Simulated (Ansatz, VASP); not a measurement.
**Ta in VASP and in Ansatz**

Contents of INCAR:

```
ALGO = Fast
EDIFF = 1E-7
ENCUT = 520
GGA = PE
ISIF = 2
ISMEAR = 0
LASPH = True
LCHARG = False
LREAL = False
LWAVE = False
NBANDS = 12
NELM = 60
PREC = Accurate
SIGMA = 0.15
```

File KPOINTS:

```
k-points
0
Gamma
  18 18 18
```

Contents of POSCAR:

```
Ta
1.0
   -1.5682119726      1.6594835689      1.5972529351
    1.5682119726     -1.6594835689      1.5972529351
    1.5682119726      1.6594835689     -1.5972529351
Ta
1
Direct
    0.0000000000      0.0000000000      0.0000000000
```

Input for Ansatz:

```yaml
crystal:
  lattice:
    - [-1.5682119726, 1.6594835689, 1.5972529351]
    - [1.5682119726, -1.6594835689, 1.5972529351]
    - [1.5682119726, 1.6594835689, -1.5972529351]
  atoms:
    - { symbol: Ta, position: [0.0, 0.0, 0.0] }
basis:
  ecutwfc: 420
kpoints:
  mp_grid: { grid: [18, 18, 18] }
hamiltonian:
  xc: pbe
  pseudopotentials: { kind: paw, azcp: { folder: soft_1 } }
scf:
  occupations: { method: gaussian, width: 0.15 }
output:
  forces: true
  stress: true
  eigenvalues: true
```

Change from the starting cell: normal strain along x -0.0550, normal strain along z -0.0375.

Alike in both runs: task single point; functional PBE; k mesh 18 × 18 × 18; occupations gaussian, width 0.15 eV; no spin polarisation.

|  | VASP | Ansatz |
| --- | --- | --- |
| version | VASP 6.6.1 | Ansatz 0.2.0 |
| potentials or method | VASP PAW PBE potentials, release 64 (Ta_pv), cutoff 520 eV | scalar-relativistic, plane waves, PAW |
| valence electrons in the cell | 11 | 13 |

```csv
,VASP,Ansatz,Ansatz less VASP
gap on the k mesh at the Fermi level (eV),none,none,-
pressure (GPa),22.7,22.4,-0.29
"traceless stress, the component that is largest in VASP (GPa)",-4.75,-4.75,0.000
```

A gap of «none» marks a metal or a gap that the smearing closes. VASP's potentials hold 11 valence electrons a cell and Ansatz's 13, so a difference there can come from the potentials and not from the codes.

Spin-orbit coupling is off throughout.
